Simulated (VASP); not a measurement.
A run of VASP 6.6.1 is set up as follows.

INCAR

```
SYSTEM = WC
PREC = Accurate
ENCUT = 520
EDIFF = 1E-6
ISMEAR = -1
SIGMA = 0.36
LREAL = Auto
LASPH = .True.
NELM = 60
ALGO = Normal
ISIF = 2
LWAVE = .False.
LCHARG = .True.
GGA = PS
LELF = .True.
LVHAR = .True.
NBANDS = 86
```

File KPOINTS:

```
regular mesh
0
Gamma
  2 2 2
  0 0 0
```

The input POSCAR:

```
WC
1.0
   -3.0025190000     -5.2005160000      0.0000000000
    4.5037790000     -2.6002580000      0.0000000000
    0.0000000000      0.0000000000      5.8978910000
W C
8 8
Direct
    0.7867033430      0.5313075386     -0.0061377872
    0.7936240830      0.4918916732      0.4822740875
    0.5240107442     -0.0053172645      0.0336221880
    0.5035893413     -0.0236608933      0.5240347779
    0.3236469055      0.5048995483     -0.0073416074
    0.2862123936      0.4392440548      0.4735591078
    0.0302678349      0.0017273826     -0.0200749726
    0.0169934188     -0.0016823510      0.5360729793
    0.5470999913      0.6570877742      0.2245378899
    0.5341583944      0.6498588692      0.7601869889
    0.2545148548      0.1917469057      0.2509710675
    0.2633570974      0.1832538161      0.7081514392
    0.0428277812      0.7024969979      0.2492077253
    0.0524234594      0.6078900481      0.7715808922
    0.8184851948      0.2111154541      0.2260129935
    0.7624052449      0.1347171417      0.7390777483
```

Potentials or basis: VASP PAW PBE potentials, release 64 (W_sv, C).

Command:

```bash
$ cat potpaw_PBE.64/W_sv/POTCAR potpaw_PBE.64/C/POTCAR > POTCAR
$ mpirun -np 1 vasp_std > vasp.out
```

(1) What does it give for the band gap on the k mesh?

(2) Estimate the pressure.

(3) Predict the largest force.

Results:

(1) zero (bands 72 and 73 overlap by 0.22 eV).

(2) -15.9 GPa.

(3) 9.425 eV/Å.

Caveat: the k points lie up to 0.60 Å⁻¹ apart; the atoms stand as in a frame of molecular dynamics; so wide a smearing shifts energies and pressures; the PAW data sets were made with another functional, which shifts forces and pressure a little; spin-orbit coupling is left out, which moves the levels of the heavy elements.
